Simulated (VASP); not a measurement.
# GeBr2 in VASP: further runs

The runs below take GeBr2 through single point, with PBE.

Everything below comes from runs of VASP 6.6.1. Logs are shortened: lines on timing, memory, paths and dates and some standing lists are left out, and cuts for length are marked.

### 1 The cell of the first run

The cell holds a sheet with vacuum, 3 atoms: a = 6.361 Å, b = 6.361 Å, c = 14.000 Å, α = 90.00°, β = 90.00°, γ = 120.00°.

The cell was generated, and may not be a known phase.

### 2 Single point, PBE

The input, INCAR:

```
PREC = Accurate
ENCUT = 520
EDIFF = 1E-6
ISMEAR = 0
SIGMA = 0.1
LREAL = False
LASPH = True
NELM = 100
ALGO = Normal
ISIF = 2
LWAVE = False
LCHARG = False
LDIPOL = True
IDIPOL = 3
DIPOL = 0.5 0.5 0.500
GGA = PE
NBANDS = 21
```

The input, KPOINTS:

```
Automatic mesh
0
Gamma
  3 3 1
```

The input, POSCAR:

```
GeBr2
1.0
    6.3611010000      0.0000000000      0.0000000000
   -3.1805510000      5.5088750000      0.0000000000
    0.0000000000      0.0000000000     14.0000000000
Ge Br
1 2
Direct
    0.0000000000      0.0000000000      0.5000000000
    0.3333333300      0.6666666700      0.5000000000
    0.6666666700      0.3333333300      0.5000000000
```

Potentials or basis: VASP PAW PBE potentials, release 64 (Ge_d, Br).

Run with:

```console
$ cat potpaw_PBE.64/Ge_d/POTCAR potpaw_PBE.64/Br/POTCAR > POTCAR
$ mpirun -np 1 vasp_std > vasp.out
```

OUTCAR:

```text
PREC = Accurate
   ENCUT = 520
   EDIFF = 1E-6
   ISMEAR = 0
   LREAL = False
   LASPH = True
   NELM = 100
   ISIF = 2
   GGA = PE

 ion  position               nearest neighbor table
   1  0.000  0.000  0.500-
   2  0.333  0.667  0.500-
   3  0.667  0.333  0.500-

  LATTYP: Found a hexagonal cell.
 ALAT       =     6.3611010000
 C/A-ratio  =     2.2008768608

  Lattice vectors:

 A1 = (   6.3611010000,   0.0000000000,   0.0000000000)
 A2 = (  -3.1805510000,   5.5088750000,   0.0000000000)
 A3 = (   0.0000000000,   0.0000000000,  14.0000000000)

Analysis of symmetry for initial positions (statically):
=====================================================================
 Subroutine PRICEL returns:
 Original cell was already a primitive cell.

 Routine SETGRP: Setting up the symmetry group for a
 hexagonal supercell.

 Subroutine GETGRP returns: Found 24 space group operations
 (whereof 24 operations were pure point group operations)
 out of a pool of 24 trial point group operations.

The static configuration has the point symmetry D_6h.

Analysis of symmetry for dynamics (positions and initial velocities):
=====================================================================
 Subroutine PRICEL returns:
 Original cell was already a primitive cell.

 Routine SETGRP: Setting up the symmetry group for a
 hexagonal supercell.

 Subroutine GETGRP returns: Found 24 space group operations
 (whereof 24 operations were pure point group operations)
 out of a pool of 24 trial point group operations.

The dynamic configuration has the point symmetry D_6h.

 Subroutine INISYM returns: Found 24 space group operations
 (whereof 24 operations are pure point group operations),
 and found     1 'primitive' translations

----------------------------------------------------------------------------------------

                                     Primitive cell

  volume of cell :     490.5951

  direct lattice vectors                    reciprocal lattice vectors
     6.361101000  0.000000000  0.000000000     0.157205490  0.090762647  0.000000000
    -3.180551000  5.508875000  0.000000000     0.000000000  0.181525266  0.000000000
     0.000000000  0.000000000 14.000000000     0.000000000  0.000000000  0.071428571

  length of vectors
     6.361101000  6.361101196 14.000000000     0.181525272  0.181525266  0.071428571

  position of ions in fractional coordinates (direct lattice)
     0.000000000  0.000000000  0.500000000
     0.333333330  0.666666670  0.500000000
     0.666666670  0.333333330  0.500000000
[... 62 lines left out ...]
   ISIF   =      2    stress and relaxation
   ISYM   =      2    0-nonsym 1-usesym 2-fastsym
   POTIM  = 0.5000    time-step for ionic-motion
   TEBEG  =    0.0;   TEEND  =   0.0 temperature during run
   PSTRESS=    0.0 pullay stress
   NELECT =      28.0000    total number of electrons
   NUPDOWN=      -1.0000    fix difference up-down
   EMIN   =  10.00;   EMAX   =-10.00  energy-range for DOS
   EFERMI =   0.00;   METHOD = LEGACY
   ISMEAR =     0;   SIGMA  =   0.10  broadening in eV -4-tet -1-fermi 0-gaus
   EFERMI_NEDOS =   21; number of points for ismear=-14 and -15
   IALGO  =     38    algorithm
   IMIX   =      4    mixing-type and parameters
     AMIX     =   0.40;   BMIX     =  1.00
     AMIX_MAG =   1.60;   BMIX_MAG =  1.00
  volume/ion in A,a.u.               =     163.53      1103.57
  Fermi-wavevector in a.u.,A,eV,Ry     =   0.630308  1.191110  5.405441  0.397289
  Thomas-Fermi vector in A             =   1.692897
   LORBIT       =      0    0 simple, 1 ext, 2 COOP (PROOUT), +10 PAW based schemes
   GGA     = PE    functional components
   LHFCALC =     F    Hartree Fock is set to
   AEXX    =    0.0000 exact exchange contribution
   IVDW    =     0    specifies the selected vdW correction
   LEPSILON=     F    determine dielectric tensor
   LRPA    =     F    only Hartree local field effects (RPA)
 non-spin polarized calculation
 Gauss-broadening in eV      SIGMA  =   0.10
  energy-cutoff  :      520.00
  volume of cell :      490.60
 maximum number of plane-waves:     13208
 NGX is ok and might be reduce to    48
   NGX = 23   NGY = 23   NGZ = 53

 dipolmoment           0.000000      0.000000     -0.000000 electrons x Angstroem

 number of electron      28.0000030 magnetization

 dipolmoment           0.000000      0.000000      0.000000 electrons x Angstroem

 Free energy of the ion-electron system (eV)
  ---------------------------------------------------
  ext. energy  EPLUGINS =         0.00000000
  ---------------------------------------------------
  free energy    TOTEN  =        -5.76259817 eV

  energy without entropy =       -5.74947754  energy(sigma->0) =       -5.75603786

 E-fermi :  -4.4274     XC(G=0):  -2.4941

 val. band max:       -4.5094935574   @ k =   0.3333   0.3333   0.0000
 cond. band min:      -4.3432946325   @ k =   0.3333   0.3333   0.0000
 fundamental gap:      0.1661989248
 Fermi energy:        -4.4273620033

 k-point     1 :       0.0000    0.0000    0.0000
  band No.  band energies     occupation
      1     -31.2140      2.00000
      2     -31.1858      2.00000
      3     -31.1858      2.00000
      4     -31.0969      2.00000
      5     -31.0969      2.00000
      6     -17.6027      2.00000
[... 61 lines left out ...]
     20       2.1703      0.00000
     21       2.3697      0.00000

------------------------ aborting loop because EDIFF is reached ----------------------------------------

 vacuum level on the upper side and lower side of the slab       (xc-potential included)        -0.146        -0.146

  FORCE on cell =-STRESS in cart. coord.  units (eV):
  Direction    XX          YY          ZZ          XY          YZ          ZX
  --------------------------------------------------------------------------------------
  -------------------------------------------------------------------------------------
  Total       -6.4252754     -6.4252752     -0.0079920      0.0000006     -0.0000000     -0.0000000
  in kB      -20.9835558    -20.9835553     -0.0261001      0.0000019     -0.0000000     -0.0000000
  external PRESSURE =     -13.9977371 kB  Pullay stress =       0.0000000 kB

 VOLUME and BASIS-vectors are now :
 -----------------------------------------------------------------------------
  energy-cutoff  :      520.00
  volume of cell :      490.60
      direct lattice vectors                 reciprocal lattice vectors
     6.361101000  0.000000000  0.000000000     0.157205490  0.090762647  0.000000000
    -3.180551000  5.508875000  0.000000000     0.000000000  0.181525266  0.000000000
     0.000000000  0.000000000 14.000000000     0.000000000  0.000000000  0.071428571

 POSITION                                       TOTAL-FORCE (eV/Angst)
 -----------------------------------------------------------------------------------
      0.00000      0.00000      7.00000         0.000000      0.000000      0.000000
     -0.00000      3.67258      7.00000         0.000000      0.000000      0.000000
      3.18055      1.83629      7.00000        -0.000000     -0.000000      0.000000
 -----------------------------------------------------------------------------------
    total drift:                               -0.000000     -0.000000      0.000000

  FREE ENERGIE OF THE ION-ELECTRON SYSTEM (eV)
  ---------------------------------------------------
  free  energy   TOTEN  =        -5.7625981684 eV

  energy  without entropy=       -5.7494775449  energy(sigma->0) =       -5.75603786

 vacuum level on the upper side and lower side of the slab         1.181         1.181
```

OSZICAR:

```text
N       E                     dE             d eps       ncg     rms          rms(c)
DAV:   1     0.195338031670E+03    0.19534E+03   -0.10738E+04   150   0.107E+03
DAV:   2     0.310895416447E+02   -0.16425E+03   -0.15967E+03   179   0.208E+02
DAV:   3    -0.684352637617E+01   -0.37933E+02   -0.37385E+02   149   0.100E+02
[... 16 lines left out ...]
DAV:  20    -0.576257242608E+01   -0.32491E-04   -0.46071E-06   136   0.112E-02    0.591E-03
DAV:  21    -0.576259168303E+01   -0.19257E-04   -0.16613E-05   136   0.953E-03    0.834E-03
DAV:  22    -0.576259631327E+01   -0.46302E-05   -0.25158E-06   117   0.565E-03    0.369E-03
DAV:  23    -0.576259793026E+01   -0.16170E-05   -0.32468E-06   107   0.498E-03    0.240E-03
DAV:  24    -0.576259816836E+01   -0.23810E-06   -0.26030E-07    93   0.154E-03
   1 F= -.57625982E+01 E0= -.57560379E+01  d E =-.131206E-01
```

It took 48 s on 1 thread of Intel Xeon 6975P-C (Granite Rapids), shared host; peak memory 0.49 GiB.

What came out:

* Free energy: -5.7626 eV
* Band gap on the k mesh: 0.17 eV

Caveat: semilocal functionals underestimate gaps, and a narrow one can read as zero.

### 3 Single point, PBE

This run uses another cell than the first one.

The input, INCAR:

```
ALGO = Normal
DIPOL = 0.5 0.5 0.294
EDIFF = 1E-7
ENCUT = 520
GGA = PE
IDIPOL = 3
ISIF = 2
ISMEAR = 0
LASPH = True
LCHARG = False
LDIPOL = True
LREAL = False
LWAVE = False
NBANDS = 21
NELM = 60
PREC = Accurate
SIGMA = 0.1
```

The input, KPOINTS:

```
k-points
0
Gamma
  12 12 1
```

The input, POSCAR:

```
GeBr2
1.0
    5.3037995889      0.0000002406      0.0000000000
   -2.6519000028      4.5932250603      0.0000000000
    0.0000000000      0.0000000000     23.8000000000
Ge Br
1 2
Direct
    0.0000000000      0.0000000000      0.2941176471
    0.3333333333      0.6666666667      0.2941176471
    0.6666666667      0.3333333333      0.2941176471
```

Potentials or basis: VASP PAW PBE potentials, release 64 (Ge_d, Br).

Run with:

```console
$ cat potpaw_PBE.64/Ge_d/POTCAR potpaw_PBE.64/Br/POTCAR > POTCAR
$ mpirun -np 1 vasp_std > vasp.out
```

It took 4.1 min on 1 thread of Intel Xeon 6975P-C (Granite Rapids), shared host; peak memory 0.7 GiB.

The run converged. Its results:

```
Free energy            : -7.3516 eV
Band gap on the k mesh : 0.05 eV
```

Levels at points of the mesh, in eV from the valence-band top:
```tsv
k point	band 10	band 11	band 12	band 13	band 14	band 15	band 16	band 17	band 18	band 19
(0.00, 0.00, 0.00)	-3.82	-3.24	-2.71	-2.71	-1.21	0.94	3.49	3.49	3.90	4.70
(0.50, 0.00, 0.00)	-2.45	-1.99	-1.97	-1.80	-0.46	0.23	1.97	2.35	5.64	5.71
```

Caveat: semilocal functionals underestimate gaps, and a narrow one can read as zero.

### 4 Single point, PBE

This run uses another cell than the first one.

The input, INCAR:

```
PREC = Accurate ; ENCUT = 520
EDIFF = 1E-6 ; ISMEAR = 0
SIGMA = 0.1 ; LREAL = F
LASPH = T ; NELM = 80
ALGO = Normal ; ISIF = 2
LWAVE = F ; LCHARG = F
LDIPOL = T ; IDIPOL = 3
DIPOL = 0.5 0.5 0.294 ; GGA = PE
NBANDS = 21
```

The input, KPOINTS:

```
regular mesh
0
Gamma
  12 12 1
```

The input, POSCAR:

```
GeBr2
1.0
    5.3052793943      0.0000002407      0.0000000000
   -2.6526399056      4.5945066092      0.0000000000
    0.0000000000      0.0000000000     23.8000000000
Ge Br
1 2
Direct
    0.0000000000      0.0000000000      0.2941176471
    0.3333333333      0.6666666667      0.2941176471
    0.6666666667      0.3333333333      0.2941176471
```

Run with:

```console
$ cat potpaw_PBE.64/Ge_d/POTCAR potpaw_PBE.64/Br/POTCAR > POTCAR
$ mpirun -np 1 vasp_std > vasp.out
```

Run time: 4.2 min. Hardware: 1 thread of Intel Xeon 6975P-C (Granite Rapids), shared host; peak memory 0.69 GiB.

The run converged. Its results:

| Quantity | Value |
| --- | --- |
| Free energy | -7.3516 eV |
| Band gap on the k mesh | 0.05 eV |

Levels at points of the mesh, in eV from the valence-band top:
| k point | band 11 | band 12 | band 13 | band 14 | band 15 | band 16 | band 17 | band 18 |
| --- | --- | --- | --- | --- | --- | --- | --- | --- |
| (0.00, 0.00, 0.00) | -3.24 | -2.71 | -2.71 | -1.21 | 0.94 | 3.48 | 3.48 | 3.90 |
| (0.50, 0.00, 0.00) | -1.99 | -1.97 | -1.79 | -0.46 | 0.23 | 1.96 | 2.35 | 5.64 |

Caveat: semilocal functionals underestimate gaps, and a narrow one can read as zero.

### 5 The runs side by side

| cell | k mesh | gap on the mesh (eV) |
| --- | --- | --- |
| a = 6.361, b = 6.361, c = 14.000 Å, angles 90.0, 90.0, 120.0°, 3 atoms | 3 × 3 × 1 | 0.17 |
| a = 5.304, b = 5.304, c = 23.800 Å, angles 90.0, 90.0, 120.0°, 3 atoms | 12 × 12 × 1 | 0.05 |
| a = 5.305, b = 5.305, c = 23.800 Å, angles 90.0, 90.0, 120.0°, 3 atoms | 12 × 12 × 1 | 0.05 |

Alike in all rows: task single point; level PBE; potentials or basis VASP PAW PBE potentials, release 64 (Ge_d, Br); no spin polarisation; cutoff (eV) 520; smearing gaussian 0.1 eV.

Caveats: semilocal functionals underestimate gaps, and a narrow one can read as zero.

Absolute energies hang on the potentials; compare differences alone.
